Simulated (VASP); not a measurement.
Input of a VASP 6.6.1 run:

The input INCAR:

```
ALGO = Normal
EDIFF = 1E-6
ENCUT = 500
GGA = PE
GGA_COMPAT = False
ISIF = 2
ISMEAR = 0
LASPH = True
LCHARG = True
LELF = True
LREAL = False
LVHAR = True
LWAVE = False
NBANDS = 10
NELM = 120
PREC = Accurate
SIGMA = 0.1
```

The input KPOINTS:

```
k-points
0
Gamma
  18 18 18
```

POSCAR

```
Ir
1.0
    0.0000000000      1.9978031624      1.9978031624
    1.9978031624      0.0000000000      1.9978031624
    1.9978031624      1.9978031624      0.0000000000
Ir
1
Direct
    0.0000000000      0.0000000000      0.0000000000
```

Potentials or basis: VASP PAW PBE potentials, release 64 (Ir).

Command:

```sh
$ cat potpaw_PBE.64/Ir/POTCAR > POTCAR
$ mpirun -np 1 vasp_std > vasp.out
```

(1) What does it give for the pressure?

Answers

(1) -25.7 GPa.
